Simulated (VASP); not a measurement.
A run of VASP 6.6.1:

The input POSCAR:

```
Al16CN16
1.0
    6.2595139128      0.0000000578      0.0000000000
   -3.1297570064      5.4208980350      0.0000000000
    0.0000000000      0.0000000000     10.0348065929
Al N C
16 16 1
Direct
    0.3327702427      0.1599093270      0.2451791718
    0.2124399843      0.3513599730      0.5147019600
    0.3375122986      0.1576447655      0.7538852928
    0.1718234146      0.3284604380      0.9934192541
    0.3312052181      0.6538398401      0.2431556486
    0.1744983387      0.8308059397      0.4975641622
    0.3406859615      0.6684274543      0.7510873354
    0.1683023156      0.8266237548      1.0004650996
    0.8165894601      0.1436150671      0.1987068498
    0.6606047209      0.3527559010      0.5105619357
    0.8426789661      0.1672432586      0.7485004360
    0.6643978281      0.3313540209      0.9915045487
    0.8316639239      0.6574329496      0.2431154521
    0.6652355698      0.8007908289      0.5032245092
    0.8452565310      0.6671209435      0.7500258625
    0.6624710337      0.8155080197      0.9887349678
    0.3404224098      0.1678855824      0.4387054022
    0.1636753301      0.3202474536      0.1839896218
    0.3305579520      0.1569778168      0.9390988066
    0.1848304079      0.3341313717      0.6979760314
    0.3423257905      0.6660913205      0.4364483666
    0.1680370183      0.8239870002      0.1898617944
    0.3298057258      0.6613962741      0.9365176937
    0.1752618331      0.8292734743      0.6857777838
    0.8809355047      0.2426275272      0.4860022726
    0.6614534628      0.3275452190      0.1799799681
    0.8314243464      0.1595946747      0.9405948933
    0.6696603007      0.3308133430      0.6950792822
    0.8416303633      0.6634592755      0.4355523749
    0.6549134066      0.8019240141      0.1734731967
    0.8395575193      0.6636726528      0.9350132410
    0.6766681496      0.8307379401      0.6886163830
   -0.1994353803      0.0958075483      0.3890074890
```

The input INCAR.step1:

```
ALGO = Normal ; EDIFF = 1E-4
ENCUT = 520 ; GGA = PE
ISMEAR = -1 ; ISPIN = 2
LASPH = True ; LCHARG = False
LREAL = Auto ; LWAVE = True
MAGMOM = 0 0 0 0 0 0 0 0 0.01 0.01 0 0 0 0.01 0 0 0 0 0 0.01 0.01 0 0 0 0.16 0.03 0 0 0.05 0 0 0 0.15 ; NBANDS = 92
NELECT = 131.0 ; NELM = 150
NUPDOWN = 1.0 ; PREC = Accurate
SIGMA = 0.01
```

Contents of INCAR.step2:

```
ALGO = Normal ; EDIFF = 1E-6
ENCUT = 520 ; ISIF = 2
ISMEAR = -1 ; ISPIN = 2
ISTART = 1 ; LASPH = True
LCHARG = True ; LELF = True
LMIXTAU = True ; LORBIT = 11
LREAL = Auto ; LVHAR = True
LWAVE = False ; MAGMOM = 0 0 0 0 0 0 0 0 0.01 0.01 0 0 0 0.01 0 0 0 0 0 0.01 0.01 0 0 0 0.16 0.03 0 0 0.05 0 0 0 0.15
METAGGA = R2SCAN ; NBANDS = 92
NELECT = 131.0 ; NELM = 150
NUPDOWN = 1.0 ; PREC = Accurate
SIGMA = 0.01
```

File KPOINTS:

```
Automatic mesh
0
Gamma
  1 1 1
  0.25 0.25 0.25
```

Potentials or basis: VASP PAW PBE potentials, release 64 (Al, N, C).

Launch:

```console
$ cat potpaw_PBE.64/Al/POTCAR potpaw_PBE.64/N/POTCAR potpaw_PBE.64/C/POTCAR > POTCAR
$ cp INCAR.step1 INCAR
$ mpirun -np 1 vasp_std > vasp.out
$ cp INCAR.step2 INCAR
$ mpirun -np 1 vasp_std > vasp.out
```

Hardware: 1 thread of Intel(R) Xeon(R) 6975P-C (Granite Rapids), with other jobs on the host.

Estimate the wall time of this run.

Run time: 18 min on 1 thread of Intel(R) Xeon(R) 6975P-C (Granite Rapids) (shared host), peak memory 0.8 GiB. Counts: k points 6.
